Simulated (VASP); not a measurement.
# Cu (I4/mmm) in VASP: further runs

Runs on Cu. Level: LDA. Tasks: single point.

Everything below comes from runs of VASP 6.6.1. Logs are shortened: lines on timing, memory, paths and dates and some standing lists are left out, and cuts for length are marked.

## Step 1: The cell of the first run

It takes space group I4/mmm (No. 139, tetragonal). The conventional cell has a = 2.882 Å, b = 2.882 Å, c = 2.474 Å, α = 90.00°, β = 90.00°, γ = 90.00°. Cu (site symmetry 4/mmm) has 14 Cu at 2.38 to 2.88 Å within 3.1 Å.

## Step 2: Single point, LDA (10.27 Å³/atom)

File INCAR:

```
SYSTEM = Cu
  PREC = Accurate
  ENCUT = 520
  EDIFF = 1E-6
  ISMEAR = 0
  SIGMA = 0.15
  LREAL = .False.
  LASPH = .True.
  NELM = 100
  ALGO = Fast
  ISIF = 2
  LWAVE = .False.
  LCHARG = .False.
  GGA = CA
  NBANDS = 12
```

File KPOINTS:

```
Automatic mesh
0
Gamma
  24 24 24
  0 0 0
```

File POSCAR:

```
Cu
1.0
   -1.4410536591      1.4410536591      1.2368563556
    1.4410536591     -1.4410536591      1.2368563556
    1.4410536591      1.4410536591     -1.2368563556
Cu
1
Direct
    0.0000000000      0.0000000000      0.0000000000
```

Potentials or basis: VASP PAW LDA potentials, release 64 (Cu).

The run is started by

```sh
> cat potpaw_LDA.64/Cu/POTCAR > POTCAR
> mpirun -np 1 vasp_std > vasp.out
```

OUTCAR:

```text
SYSTEM = Cu
   PREC = Accurate
   ENCUT = 520
   EDIFF = 1E-6
   ISMEAR = 0
   LREAL = .False.
   LASPH = .True.
   NELM = 100
   ISIF = 2
   GGA = CA

 ion  position               nearest neighbor table
   1  0.000  0.000  0.000-

  LATTYP: Found a body centered tetragonal cell.
 ALAT       =     2.8821073182
 C/A-ratio  =     0.8583000000

  Lattice vectors:

 A1 = (  -1.4410536591,   1.4410536591,   1.2368563556)
 A2 = (   1.4410536591,  -1.4410536591,   1.2368563556)
 A3 = (   1.4410536591,   1.4410536591,  -1.2368563556)

Analysis of symmetry for initial positions (statically):
=====================================================================
 Subroutine PRICEL returns:
 Original cell was already a primitive cell.

 Routine SETGRP: Setting up the symmetry group for a
 body centered tetragonal supercell.

 Subroutine GETGRP returns: Found 16 space group operations
 (whereof 16 operations were pure point group operations)
 out of a pool of 16 trial point group operations.

The static configuration has the point symmetry D_4h.

Analysis of symmetry for dynamics (positions and initial velocities):
=====================================================================
 Subroutine PRICEL returns:
 Original cell was already a primitive cell.

 Routine SETGRP: Setting up the symmetry group for a
 body centered tetragonal supercell.

 Subroutine GETGRP returns: Found 16 space group operations
 (whereof 16 operations were pure point group operations)
 out of a pool of 16 trial point group operations.

The dynamic configuration has the point symmetry D_4h.

 Subroutine INISYM returns: Found 16 space group operations
 (whereof 16 operations are pure point group operations),
 and found     1 'primitive' translations

----------------------------------------------------------------------------------------

                                     Primitive cell

  volume of cell :      10.2740

  direct lattice vectors                    reciprocal lattice vectors
    -1.441053659  1.441053659  1.236856356     0.000000000  0.346968343  0.404250662
     1.441053659 -1.441053659  1.236856356     0.346968343  0.000000000  0.404250662
     1.441053659  1.441053659 -1.236856356     0.346968343  0.346968343  0.000000000

  length of vectors
     2.383922176  2.383922176  2.383922176     0.532734107  0.532734107  0.490687336

  position of ions in fractional coordinates (direct lattice)
     0.000000000  0.000000000  0.000000000

  ion indices of the primitive-cell ions
   primitive index   ion index
                 1           1

----------------------------------------------------------------------------------------

 KPOINTS: Automatic mesh

Automatic generation of k-mesh.
 Grid dimensions read from file:
 generate k-points for:   24   24   24

 Generating k-lattice:

  Cartesian coordinates                     Fractional coordinates (reciprocal lattice)
     0.000000000  0.014457014  0.016843778     0.041666667  0.000000000  0.000000000
     0.014457014  0.000000000  0.016843778     0.000000000  0.041666667  0.000000000
     0.014457014  0.014457014  0.000000000     0.000000000  0.000000000  0.041666667

  Length of vectors
     0.022197254  0.022197254  0.020445306

  Shift w.r.t. Gamma in fractional coordinates (k-lattice)
     0.000000000  0.000000000  0.000000000

 Subroutine IBZKPT returns following result:
 ===========================================

 Found   1063 irreducible k-points:

 Following reciprocal coordinates:
            Coordinates               Weight
  0.000000  0.000000  0.000000      1.000000
  0.041667  0.000000  0.000000      8.000000
  0.083333  0.000000  0.000000      8.000000
  0.125000  0.000000 -0.000000      8.000000
  0.166667 -0.000000  0.000000      8.000000
  0.208333  0.000000  0.000000      8.000000
[... 16 lines left out ...]
  0.416667  0.041667 -0.000000     16.000000
  0.458333  0.041667 -0.000000     16.000000
 [... further k-points ...]
   k-points           NKPTS =   1063   k-points in BZ     NKDIM =   1063   number of bands    NBANDS=     12
   number of dos      NEDOS =    301   number of ions     NIONS =      1
   total plane-waves  NPLWV =   5832
   dimension x,y,z NGX =    18 NGY =   18 NGZ =   18
   dimension x,y,z NGXF=    36 NGYF=   36 NGZF=   36
   ions per type =               1
   NGX,Y,Z   is equivalent  to a cutoff of  12.55, 12.55, 12.55 a.u.
   NGXF,Y,Z  is equivalent  to a cutoff of  25.11, 25.11, 25.11 a.u.
 SYSTEM =  Cu
   PREC   = accura    normal or accurate (medium, high low for compatibility)
   ISTART =      0    job   : 0-new  1-cont  2-samecut
   ICHARG =      2    charge: 1-file 2-atom 10-const
   ISPIN  =      1    spin polarized calculation?
   LNONCOLLINEAR =      F non collinear calculations
   LSORBIT =      F    spin-orbit coupling
   LASPH  =      T    aspherical Exc in radial PAW
   ENCUT  =  520.0 eV  38.22 Ry    6.18 a.u.   4.43  4.43  4.43*2*pi/ulx,y,z
   NELM   =    100;   NELMIN=  2; NELMDL= -5     # of ELM steps
   EDIFF  = 0.1E-05   stopping-criterion for ELM
   LREAL  =      F    real-space projection
   EDIFFG = 0.1E-04   stopping-criterion for IOM
   NSW    =      0    number of steps for IOM
   IBRION =     -1    ionic relax: 0-MD 1-quasi-New 2-CG
   NFREE  =      0    steps in history (QN), initial steepest desc. (CG)
   ISIF   =      2    stress and relaxation
   ISYM   =      2    0-nonsym 1-usesym 2-fastsym
   POTIM  = 0.5000    time-step for ionic-motion
   TEBEG  =    0.0;   TEEND  =   0.0 temperature during run
   PSTRESS=    0.0 pullay stress
   NELECT =      11.0000    total number of electrons
   NUPDOWN=      -1.0000    fix difference up-down
   EMIN   =  10.00;   EMAX   =-10.00  energy-range for DOS
   EFERMI =   0.00;   METHOD = LEGACY
   ISMEAR =     0;   SIGMA  =   0.15  broadening in eV -4-tet -1-fermi 0-gaus
   EFERMI_NEDOS =   21; number of points for ismear=-14 and -15
   IALGO  =     68    algorithm
   IMIX   =      4    mixing-type and parameters
     AMIX     =   0.40;   BMIX     =  1.00
     AMIX_MAG =   1.60;   BMIX_MAG =  1.00
  volume/ion in A,a.u.               =      10.27        69.33
  Fermi-wavevector in a.u.,A,eV,Ry     =   1.674786  3.164886 38.163072  2.804907
  Thomas-Fermi vector in A             =   2.759520
   LORBIT       =      0    0 simple, 1 ext, 2 COOP (PROOUT), +10 PAW based schemes
   GGA     = CA    functional components
   LHFCALC =     F    Hartree Fock is set to
   AEXX    =    0.0000 exact exchange contribution
   IVDW    =     0    specifies the selected vdW correction
   LEPSILON=     F    determine dielectric tensor
   LRPA    =     F    only Hartree local field effects (RPA)
 non-spin polarized calculation
 RMM-DIIS sequential band-by-band and
 Gauss-broadening in eV      SIGMA  =   0.15
  energy-cutoff  :      520.00
  volume of cell :       10.27
 maximum number of plane-waves:       289
 NGX is ok and might be reduce to    18
   NGX =  9   NGY =  9   NGZ =  9

 number of electron      10.9999998 magnetization

 Free energy of the ion-electron system (eV)
  ---------------------------------------------------
  ext. energy  EPLUGINS =         0.00000000
  ---------------------------------------------------
  free energy    TOTEN  =        -4.62898556 eV

  energy without entropy =       -4.62534483  energy(sigma->0) =       -4.62716519

 E-fermi :   9.2607     XC(G=0): -13.9348

 val. band max:        9.2510953117   @ k =  -0.3750   0.5000   0.0417
 cond. band min:       9.2622613867   @ k =   0.5000   0.2083   0.1250
 fundamental gap:      0.0111660750
 Fermi energy:         9.2606766367

 k-point     1 :       0.0000    0.0000    0.0000
  band No.  band energies     occupation
      1      -1.2324      2.00000
      2       5.1324      2.00000
      3       5.9344      2.00000
      4       5.9344      2.00000
      5       6.2766      2.00000
      6       7.1508      2.00000
      7      33.5544      0.00000
      8      33.5544      0.00000
      9      38.0838      0.00000
     10      38.7546      0.00000
     11      38.8305      0.00000
     12      40.8478      0.00000

 k-point     2 :       0.0417    0.0000    0.0000
  band No.  band energies     occupation
      1      -1.1532      2.00000
      2       5.1457      2.00000
      3       5.9265      2.00000
      4       5.9327      2.00000
      5       6.2870      2.00000
      6       7.1361      2.00000
      7      33.3326      0.00000
      8      33.3533      0.00000
      9      37.8558      0.00000
     10      38.1726      0.00000
     11      38.9199      0.00000
     12      40.1041      0.00000

 k-point     3 :       0.0833    0.0000    0.0000
  band No.  band energies     occupation
      1      -0.9175      2.00000
      2       5.1750      2.00000
      3       5.8970      2.00000
      4       5.9382      2.00000
      5       6.3236      2.00000
      6       7.0952      2.00000
      7      32.7198      0.00000
      8      32.8592      0.00000
      9      35.7612      0.00000
     10      37.7596      0.00000
     11      39.0528      0.00000
     12      39.3282      0.00000
[... 286 lines left out ...]
 k-point    23 :       0.4167    0.0417   -0.0000
  band No.  band energies     occupation
      1       3.3291      2.00000
      2       4.4940      2.00000
      3       6.6914      2.00000
      4       7.2456      2.00000
      5       7.4899      2.00000
      6       8.4304      2.00000
      7      16.2037      0.00000
      8      26.5453      0.00000
      9      27.1153      0.00000
     10      31.7738      0.00000
     11      35.2300      0.00000
     12      42.9071      0.00000

 k-point    24 :       0.4583    0.0417   -0.0000
  band No.  band energies     occupation
      1       3.3576      2.00000
      2       4.4617      2.00000
      3       6.7130      2.00000
      4       7.3212      2.00000
      5       7.5812      2.00000
      6       9.0200      1.97672
      7      15.2408      0.00000
      8      26.2441      0.00000
      9      26.9347      0.00000
     10      31.7473      0.00000
     11      35.2729      0.00000
     12      43.4062      0.00000

 [... further k-points ...]

------------------------ aborting loop because EDIFF is reached ----------------------------------------

  FORCE on cell =-STRESS in cart. coord.  units (eV):
  Direction    XX          YY          ZZ          XY          YZ          ZX
  --------------------------------------------------------------------------------------
  -------------------------------------------------------------------------------------
  Total        0.8749591      0.8749591      1.3021411      0.0000000      0.0000000      0.0000000
  in kB      136.4453551    136.4453551    203.0621983      0.0000000      0.0000000      0.0000000
  external PRESSURE =     158.6509695 kB  Pullay stress =       0.0000000 kB

 VOLUME and BASIS-vectors are now :
 -----------------------------------------------------------------------------
  energy-cutoff  :      520.00
  volume of cell :       10.27
      direct lattice vectors                 reciprocal lattice vectors
    -1.441053659  1.441053659  1.236856356     0.000000000  0.346968343  0.404250662
     1.441053659 -1.441053659  1.236856356     0.346968343  0.000000000  0.404250662
     1.441053659  1.441053659 -1.236856356     0.346968343  0.346968343  0.000000000

 POSITION                                       TOTAL-FORCE (eV/Angst)
 -----------------------------------------------------------------------------------
      0.00000      0.00000      0.00000        -0.000000     -0.000000      0.000000
 -----------------------------------------------------------------------------------
    total drift:                                0.000000     -0.000000      0.000000

  FREE ENERGIE OF THE ION-ELECTRON SYSTEM (eV)
  ---------------------------------------------------
  free  energy   TOTEN  =        -4.6289855550 eV

  energy  without entropy=       -4.6253448344  energy(sigma->0) =       -4.62716519
```

Wall time 60 s (1 thread of AMD EPYC 9R45 (Zen 5), shared host); peak memory 0.19 GiB.

Results:

- Free energy: -4.6290 eV
- Pressure: 15.9 GPa
- Band gap on the k mesh: zero (an odd number of electrons rules out a gap without spin polarisation)

Caveat: the cell stands under pressure.

## Step 3: Single point, LDA (10.27 Å³/atom)

File INCAR:

```
SYSTEM = Cu
  PREC = Accurate
  ENCUT = 520
  EDIFF = 1E-6
  ISMEAR = 0
  SIGMA = 0.15
  LREAL = .FALSE.
  LASPH = .TRUE.
  NELM = 60
  ALGO = Normal
  ISIF = 2
  LWAVE = .FALSE.
  LCHARG = .TRUE.
  GGA = CA
  LELF = .TRUE.
  LVHAR = .TRUE.
  NBANDS = 12
```

File KPOINTS:

```
regular mesh
0
G
  24 24 24
  0 0 0
```

File POSCAR:

```
Cu
1.0
   -1.4124023057      1.4124023057      1.2875459418
    1.4124023057     -1.4124023057      1.2875459418
    1.4124023057      1.4124023057     -1.2875459418
Cu
1
Direct
    0.0000000000      0.0000000000      0.0000000000
```

Potentials or basis: VASP PAW LDA potentials, release 64 (Cu).

The run is started by

```sh
> cat potpaw_LDA.64/Cu/POTCAR > POTCAR
> mpirun -np 1 vasp_std > vasp.out
```

Run time: 47 s. Hardware: 1 thread of AMD EPYC 9R45 (Zen 5), shared host; peak memory 0.2 GiB.

Results (log left out):

```
Free energy            : -4.6378 eV
Pressure               : 14.5 GPa
Band gap on the k mesh : zero (an odd number of electrons rules out a gap without spin polarisation)
```

Stress tensor (GPa, compression positive):
```
14.04  0.00  0.00
 0.00 14.04  0.00
 0.00  0.00 15.54
```

Levels at points of the mesh, in eV from the Fermi level:
| k point | band 3 | band 4 | band 5 | band 6 | band 7 | band 8 | band 9 | band 10 |
| --- | --- | --- | --- | --- | --- | --- | --- | --- |
| (0.00, 0.00, 0.00) | -3.48 | -3.48 | -2.71 | -2.20 | 25.33 | 25.33 | 28.14 | 30.19 |
| (0.50, 0.00, 0.00) | -2.46 | -2.03 | -1.50 | -0.67 | 5.53 | 17.88 | 18.28 | 22.44 |
| (0.50, 0.50, 0.00) | -2.80 | -2.39 | -1.55 | -1.47 | 4.41 | 20.42 | 21.36 | 24.87 |
| (0.50, 0.50, 0.50) | -1.74 | -1.74 | -1.63 | 7.53 | 7.53 | 11.46 | 13.81 | 14.89 |

Caveat: the cell stands under pressure.

## Step 4: Single point, LDA (10.49 Å³/atom)

This run uses another cell than the first one, of 10.49 Å³/atom.

File INCAR:

```
SYSTEM = Cu
PREC     = Accurate       ! precision mode
ENCUT    = 520            ! plane-wave cutoff, eV
EDIFF    = 1E-6           ! SCF threshold, eV
ISMEAR   = 0              ! smearing method
SIGMA    = 0.15           ! smearing width, eV
LREAL    = .False.        ! projectors in reciprocal space
LASPH    = .True.         ! aspherical terms in the spheres
NELM     = 60             ! most SCF steps
ALGO     = Normal         ! electronic algorithm
ISIF     = 2              ! what is computed and relaxed
LWAVE    = .False.        ! write WAVECAR
LCHARG   = .True.         ! write CHGCAR
LELF     = .True.         ! ELF
LVHAR    = .True.       
NBANDS   = 12             ! bands
```

File KPOINTS:

```
Automatic mesh
0
Gamma
  24 24 24
  0 0 0
```

File POSCAR:

```
Cu
1.0
   -1.4366482622      1.4366482622      1.2708590527
    1.4366482622     -1.4366482622      1.2708590527
    1.4366482622      1.4366482622     -1.2708590527
Cu
1
Direct
    0.0000000000      0.0000000000      0.0000000000
```

The run is started by

```sh
> cat potpaw_LDA.64/Cu/POTCAR > POTCAR
> mpirun -np 1 vasp_std > vasp.out
```

Run time: 49 s. Hardware: 1 thread of AMD EPYC 9R45 (Zen 5), shared host; peak memory 0.2 GiB.

The run converged. Its results:

- Free energy: -4.6518 eV
- Pressure: 9.8 GPa
- Band gap on the k mesh: zero (an odd number of electrons rules out a gap without spin polarisation)

Stress tensor (GPa, compression positive):
```
 8.89  0.00  0.00
 0.00  8.89  0.00
 0.00  0.00 11.54
```

Levels at points of the mesh, in eV from the Fermi level:
```tsv
k point	band 4	band 5	band 6	band 7	band 8	band 9
(0.00, 0.00, 0.00)	-3.34	-2.79	-2.12	24.61	24.61	28.56
(0.50, 0.00, 0.00)	-1.92	-1.51	-0.51	5.55	17.49	17.76
(0.50, 0.50, 0.00)	-2.39	-1.56	-1.55	4.06	20.87	21.80
(0.50, 0.50, 0.50)	-1.74	-1.60	7.06	7.06	12.26	13.35
```

Caveat: the cell stands under pressure.

[end of part 1 of 2]
